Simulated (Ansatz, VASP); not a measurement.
**Two plane-wave programs on Si**

```
CELL_PARAMETERS angstrom
-3.36696 3.36696 1.86799
3.36696 -3.36696 1.86799
3.36696 3.36696 -1.86799
ATOMIC_POSITIONS crystal
Si 0.17873 0.17873 0.35746
Si 0.82127 0.82127 0.64254
Si 0.17873 0.82127 0.00000
Si 0.82127 0.17873 0.00000
```

Alike in both runs: task single point; functional PBEsol; k mesh 12 × 12 × 12; occupations gaussian, width 0.03 eV; no spin polarisation.

|  | VASP | Ansatz |
| --- | --- | --- |
| version | VASP 6.6.1 | Ansatz 0.2.0 |
| potentials or method | VASP PAW PBE potentials, release 64 (Si), cutoff 520 eV | scalar-relativistic, plane waves, PAW |
| valence electrons in the cell | 16 | 16 |

|  | VASP | Ansatz | Ansatz less VASP |
| --- | --- | --- | --- |
| gap on the k mesh at the Fermi level (eV) | 0.11 | 0.12 | +0.004 |
| least direct gap on the mesh (eV) | 0.79 | 0.80 | +0.005 |
| pressure (GPa) | 0.4 | 0.3 | -0.11 |
| traceless stress, the component that is largest in VASP (GPa) | 4.82 | 4.81 | -0.018 |
| rms of the force components (eV/Å) | 0.256 | 0.256 | 0.0000 |

VASP's potentials were made for PBE, not for PBEsol, and Ansatz warns of the same on its side. Atom by atom the forces differ by 0.000 eV/Å (rms over components).
